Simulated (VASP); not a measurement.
# PbSe (I4mm) in VASP: relaxation of cell and atoms with PBE

Aim: the relaxation of cell and atoms of PbSe with PBE.

All numbers are computed with VASP 6.6.1; they aren't measurements. Logs are shortened: lines on timing, memory, paths and dates and some standing lists are left out, and cuts for length are marked.

## Step 1: The cell of the first run

The typed cell holds 2 atoms: a = 4.397 Å, b = 4.397 Å, c = 4.397 Å, α = 120.00°, β = 120.00°, γ = 89.99°.

## Step 2: Relaxation of cell and atoms, PBE

INCAR

```
  ALGO = Normal
  EDIFF = 1E-6
  EDIFFG = -0.01
  ENCUT = 600
  GGA = PE
  IBRION = 2
  ISIF = 3
  ISMEAR = 0
  LASPH = T
  LCHARG = F
  LREAL = F
  LWAVE = F
  NELM = 60
  NSW = 100
  PREC = Accurate
  SIGMA = 0.02
```

KPOINTS

```
k-points
0
Gamma
  12 12 12
```

POSCAR

```
PbSe
1.0
   -2.1982917864      2.1982917864      3.1093077423
    2.1982917864     -2.1982917864      3.1093077423
    2.1982917864      2.1982917864     -3.1093077423
Pb Se
1 1
Direct
    0.4976238810      0.4976238810      0.0000000000
    0.9969816041      0.9969816041      0.0000000000
```

Potentials or basis: VASP PAW PBE potentials, release 64 (Pb_d, Se).

Launch:

```bash
$ cat potpaw_PBE.64/Pb_d/POTCAR potpaw_PBE.64/Se/POTCAR > POTCAR
$ mpirun -np 1 vasp_std > vasp.out
```

OUTCAR:

```text
EDIFF = 1E-6
   EDIFFG = -0.01
   ENCUT = 600
   GGA = PE
   IBRION = 2
   ISIF = 3
   ISMEAR = 0
   LASPH = T
   LREAL = F
   NELM = 60
   NSW = 100
   PREC = Accurate

 ion  position               nearest neighbor table
   1  0.498  0.498  0.000-   2 3.11   2 3.11   2 3.11   2 3.11   2 3.11   2 3.11
   2  0.997  0.997  0.000-   1 3.11   1 3.11   1 3.11   1 3.11   1 3.11   1 3.11

  LATTYP: Found a body centered tetragonal cell.
 ALAT       =     4.3965835728
 C/A-ratio  =     1.4144199426

  Lattice vectors:

 A1 = (  -2.1982917864,   2.1982917864,   3.1093077423)
 A2 = (   2.1982917864,  -2.1982917864,   3.1093077423)
 A3 = (   2.1982917864,   2.1982917864,  -3.1093077423)

Analysis of symmetry for initial positions (statically):
=====================================================================
 Subroutine PRICEL returns:
 Original cell was already a primitive cell.

 Routine SETGRP: Setting up the symmetry group for a
 body centered tetragonal supercell.

 Subroutine GETGRP returns: Found  8 space group operations
 (whereof  8 operations were pure point group operations)
 out of a pool of 16 trial point group operations.

The static configuration has the point symmetry C_4v.

Analysis of symmetry for dynamics (positions and initial velocities):
=====================================================================
 Subroutine PRICEL returns:
 Original cell was already a primitive cell.

 Routine SETGRP: Setting up the symmetry group for a
 body centered tetragonal supercell.

 Subroutine GETGRP returns: Found  8 space group operations
 (whereof  8 operations were pure point group operations)
 out of a pool of 16 trial point group operations.

The dynamic configuration has the point symmetry C_4v.

 Subroutine INISYM returns: Found  8 space group operations
 (whereof  8 operations are pure point group operations),
 and found     1 'primitive' translations

----------------------------------------------------------------------------------------

                                     Primitive cell

  volume of cell :      60.1028

  direct lattice vectors                    reciprocal lattice vectors
    -2.198291786  2.198291786  3.109307742     0.000000000  0.227449333  0.160807498
     2.198291786 -2.198291786  3.109307742     0.227449333  0.000000000  0.160807498
     2.198291786  2.198291786 -3.109307742     0.227449333  0.227449333  0.000000000

  length of vectors
     4.396904387  4.396904387  4.396904387     0.278553856  0.278553856  0.321661931

  position of ions in fractional coordinates (direct lattice)
     0.497623881  0.497623881  0.000000000
     0.996981604  0.996981604  0.000000000

  ion indices of the primitive-cell ions
   primitive index   ion index
                 1           1
                 2           2

----------------------------------------------------------------------------------------

 KPOINTS: k-points

Automatic generation of k-mesh.
 Grid dimensions read from file:
 generate k-points for:   12   12   12

 Generating k-lattice:

  Cartesian coordinates                     Fractional coordinates (reciprocal lattice)
     0.000000000  0.018954111  0.013400625     0.083333333  0.000000000 -0.000000000
     0.018954111  0.000000000  0.013400625     0.000000000  0.083333333 -0.000000000
     0.018954111  0.018954111  0.000000000     0.000000000  0.000000000  0.083333333

  Length of vectors
     0.023212821  0.023212821  0.026805161

  Shift w.r.t. Gamma in fractional coordinates (k-lattice)
     0.000000000  0.000000000  0.000000000

 Subroutine IBZKPT returns following result:
 ===========================================

 Found    163 irreducible k-points:

 Following reciprocal coordinates:
            Coordinates               Weight
  0.000000  0.000000  0.000000      1.000000
  0.083333  0.000000  0.000000      8.000000
  0.166667  0.000000  0.000000      8.000000
  0.250000  0.000000  0.000000      8.000000
  0.333333  0.000000 -0.000000      8.000000
  0.416667 -0.000000  0.000000      8.000000
[... 16 lines left out ...]
  0.500000  0.166667  0.000000     16.000000
 -0.416667  0.166667  0.000000     16.000000
 [... further k-points ...]
   k-points           NKPTS =    163   k-points in BZ     NKDIM =    163   number of bands    NBANDS=     14
   number of dos      NEDOS =    301   number of ions     NIONS =      2
   total plane-waves  NPLWV =  46656
   dimension x,y,z NGX =    36 NGY =   36 NGZ =   36
   dimension x,y,z NGXF=    72 NGYF=   72 NGZF=   72
   ions per type =               1   1
   NGX,Y,Z   is equivalent  to a cutoff of  13.61, 13.61, 13.61 a.u.
   NGXF,Y,Z  is equivalent  to a cutoff of  27.22, 27.22, 27.22 a.u.
 SYSTEM =  unknown system
   PREC   = accura    normal or accurate (medium, high low for compatibility)
   ISTART =      0    job   : 0-new  1-cont  2-samecut
   ICHARG =      2    charge: 1-file 2-atom 10-const
   ISPIN  =      1    spin polarized calculation?
   LNONCOLLINEAR =      F non collinear calculations
   LSORBIT =      F    spin-orbit coupling
   LASPH  =      T    aspherical Exc in radial PAW
   ENCUT  =  600.0 eV  44.10 Ry    6.64 a.u.   8.78  8.78  8.78*2*pi/ulx,y,z
   NELM   =     60;   NELMIN=  2; NELMDL= -5     # of ELM steps
   EDIFF  = 0.1E-05   stopping-criterion for ELM
   LREAL  =      F    real-space projection
   EDIFFG = -.1E-01   stopping-criterion for IOM
   NSW    =    100    number of steps for IOM
   IBRION =      2    ionic relax: 0-MD 1-quasi-New 2-CG
   NFREE  =      1    steps in history (QN), initial steepest desc. (CG)
   ISIF   =      3    stress and relaxation
   ISYM   =      2    0-nonsym 1-usesym 2-fastsym
   POTIM  = 0.5000    time-step for ionic-motion
   TEBEG  =    0.0;   TEEND  =   0.0 temperature during run
   PSTRESS=    0.0 pullay stress
   NELECT =      20.0000    total number of electrons
   NUPDOWN=      -1.0000    fix difference up-down
   EMIN   =  10.00;   EMAX   =-10.00  energy-range for DOS
   EFERMI =   0.00;   METHOD = LEGACY
   ISMEAR =     0;   SIGMA  =   0.02  broadening in eV -4-tet -1-fermi 0-gaus
   EFERMI_NEDOS =   21; number of points for ismear=-14 and -15
   IALGO  =     38    algorithm
   IMIX   =      4    mixing-type and parameters
     AMIX     =   0.40;   BMIX     =  1.00
     AMIX_MAG =   1.60;   BMIX_MAG =  1.00
  volume/ion in A,a.u.               =      30.05       202.80
  Fermi-wavevector in a.u.,A,eV,Ry     =   1.134454  2.143806 17.510491  1.286985
  Thomas-Fermi vector in A             =   2.271157
   LORBIT       =      0    0 simple, 1 ext, 2 COOP (PROOUT), +10 PAW based schemes
   GGA     = PE    functional components
   LHFCALC =     F    Hartree Fock is set to
   AEXX    =    0.0000 exact exchange contribution
   IVDW    =     0    specifies the selected vdW correction
   LEPSILON=     F    determine dielectric tensor
   LRPA    =     F    only Hartree local field effects (RPA)
 conjugate gradient relaxation of ions
 non-spin polarized calculation
 Gauss-broadening in eV      SIGMA  =   0.02
  energy-cutoff  :      600.00
  volume of cell :       60.10
 maximum number of plane-waves:      2044
   NGX = 17   NGY = 17   NGZ = 17

 number of electron      20.0000001 magnetization

 Free energy of the ion-electron system (eV)
  ---------------------------------------------------
  ext. energy  EPLUGINS =         0.00000000
  ---------------------------------------------------
  free energy    TOTEN  =        -8.19805542 eV

  energy without entropy =       -8.19805542  energy(sigma->0) =       -8.19805542

 E-fermi :   4.5940     XC(G=0):  -9.3145

 val. band max:        4.4661577009   @ k =   0.5000   0.0000   0.0000
 cond. band min:       4.9043588991   @ k =   0.5000   0.0000   0.0000
 fundamental gap:      0.4382011982
 Fermi energy:         4.5939873258

 k-point     1 :       0.0000    0.0000    0.0000
  band No.  band energies     occupation
      1     -12.2676      2.00000
      2     -12.2676      2.00000
      3     -12.2675      2.00000
      4     -12.2614      2.00000
      5     -12.2613      2.00000
      6      -8.7065      2.00000
      7      -1.8772      2.00000
      8       2.8312      2.00000
      9       2.8312      2.00000
     10       2.8324      2.00000
     11       9.1034      0.00000
     12       9.1065      0.00000
     13       9.1065      0.00000
     14      11.1164      0.00000

 k-point     2 :       0.0833    0.0000    0.0000
  band No.  band energies     occupation
      1     -12.2673      2.00000
      2     -12.2666      2.00000
      3     -12.2666      2.00000
      4     -12.2618      2.00000
      5     -12.2617      2.00000
      6      -8.6578      2.00000
      7      -2.0315      2.00000
      8       2.8481      2.00000
      9       2.8488      2.00000
     10       2.9380      2.00000
     11       8.5788      0.00000
     12       8.7981      0.00000
     13       8.8000      0.00000
     14      11.0019      0.00000

 k-point     3 :       0.1667    0.0000    0.0000
  band No.  band energies     occupation
      1     -12.2680      2.00000
      2     -12.2680      2.00000
      3     -12.2666      2.00000
      4     -12.2590      2.00000
      5     -12.2590      2.00000
      6      -8.5169      2.00000
      7      -2.4351      2.00000
      8       2.8985      2.00000
      9       2.8991      2.00000
     10       3.2042      2.00000
     11       7.6113      0.00000
     12       8.1399      0.00000
     13       8.1415      0.00000
     14      10.9090      0.00000
[... 324 lines left out ...]
 k-point    23 :       0.5000    0.1667    0.0000
  band No.  band energies     occupation
      1     -12.2986      2.00000
      2     -12.2721      2.00000
      3     -12.2626      2.00000
      4     -12.2466      2.00000
      5     -12.2377      2.00000
      6      -7.6793      2.00000
      7      -3.7976      2.00000
      8       1.9771      2.00000
      9       2.6120      2.00000
     10       3.1950      2.00000
     11       6.3646      0.00000
     12       7.2783      0.00000
     13       7.8982      0.00000
     14      11.5202      0.00000

 k-point    24 :      -0.4167    0.1667    0.0000
  band No.  band energies     occupation
      1     -12.2976      2.00000
      2     -12.2681      2.00000
      3     -12.2665      2.00000
      4     -12.2479      2.00000
      5     -12.2390      2.00000
      6      -7.8425      2.00000
      7      -3.5213      2.00000
      8       2.2492      2.00000
      9       2.4330      2.00000
     10       3.0614      2.00000
     11       6.5823      0.00000
     12       7.7952      0.00000
     13       7.8358      0.00000
     14      10.6900      0.00000

 [... further k-points ...]

------------------------ aborting loop because EDIFF is reached ----------------------------------------

  FORCE on cell =-STRESS in cart. coord.  units (eV):
  Direction    XX          YY          ZZ          XY          YZ          ZX
  --------------------------------------------------------------------------------------
  -------------------------------------------------------------------------------------
  Total        0.0052788      0.0052788     -0.0002282      0.0000000     -0.0000000      0.0000000
  in kB        0.1407197      0.1407197     -0.0060840      0.0000000     -0.0000000      0.0000000
  external PRESSURE =       0.0917851 kB  Pullay stress =       0.0000000 kB

 VOLUME and BASIS-vectors are now :
 -----------------------------------------------------------------------------
  energy-cutoff  :      600.00
  volume of cell :       60.10
      direct lattice vectors                 reciprocal lattice vectors
    -2.198291786  2.198291786  3.109307742     0.000000000  0.227449333  0.160807498
     2.198291786 -2.198291786  3.109307742     0.227449333  0.000000000  0.160807498
     2.198291786  2.198291786 -3.109307742     0.227449333  0.227449333  0.000000000

 POSITION                                       TOTAL-FORCE (eV/Angst)
 -----------------------------------------------------------------------------------
      0.00000      0.00000      3.09453        -0.000000     -0.000000     -0.000793
      0.00000      0.00000      6.19985         0.000000      0.000000      0.000793
 -----------------------------------------------------------------------------------
    total drift:                               -0.000000     -0.000000      0.000129

  FREE ENERGIE OF THE ION-ELECTRON SYSTEM (eV)
  ---------------------------------------------------
  free  energy   TOTEN  =        -8.1980554223 eV

  energy  without entropy=       -8.1980554223  energy(sigma->0) =       -8.19805542

 reached required accuracy - stopping structural energy minimisation
```

It took 53 s on 1 thread of Intel Xeon 6975P-C (Granite Rapids), shared host; peak memory 0.34 GiB.

What came out:

```yaml
Free_energy: -8.1981 eV
Pressure_after_relaxing: 0.0 GPa
Band_gap_on_the_k_mesh: 0.44 eV
```

Final structure:
```
CELL_PARAMETERS angstrom
-2.19829 2.19829 3.10931
2.19829 -2.19829 3.10931
2.19829 2.19829 -3.10931
ATOMIC_POSITIONS crystal
Pb 0.49762 0.49762 0.00000
Se 0.99698 0.99698 0.00000
```

Caveat: the relaxation stopped at its first step, so nothing moved; spin-orbit coupling is left out, which moves the levels of the heavy elements. A k mesh can miss the band edges.
